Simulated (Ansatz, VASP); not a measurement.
**Two plane-wave programs on Co**

```
Co
1.0
     3.90958    0.00000    0.00000
    -1.95479    3.38580    0.00000
     0.00000    0.00000    2.39641
Co
3
Direct
  0.00000 0.00000 0.00000
  0.33333 0.66667 0.50000
  0.66667 0.33333 0.50000
```

Alike in both runs: functional PBE; k mesh 9 × 9 × 13; occupations fermi-dirac, width 0.1 eV; no spin polarisation.

Ansatz relaxed the structure, and its values are those at the end. VASP's run is a single point on that final structure, the one shown.

|  | VASP | Ansatz |
| --- | --- | --- |
| version | VASP 6.6.1 | Ansatz 0.2.0 |
| potentials or method | VASP PAW PBE potentials, release 64 (Co), cutoff 520 eV | plane waves (420 eV) with PAW, scalar-relativistic |
| valence electrons in the cell | 27 | 51 |

Ansatz gave:

- pressure (GPa): 0.0

Task: Estimate VASP's values.

Result: Pressure (GPa): -0.8.

VASP's potentials hold 27 valence electrons a cell and Ansatz's 51, so a difference there can come from the potentials and not from the codes.
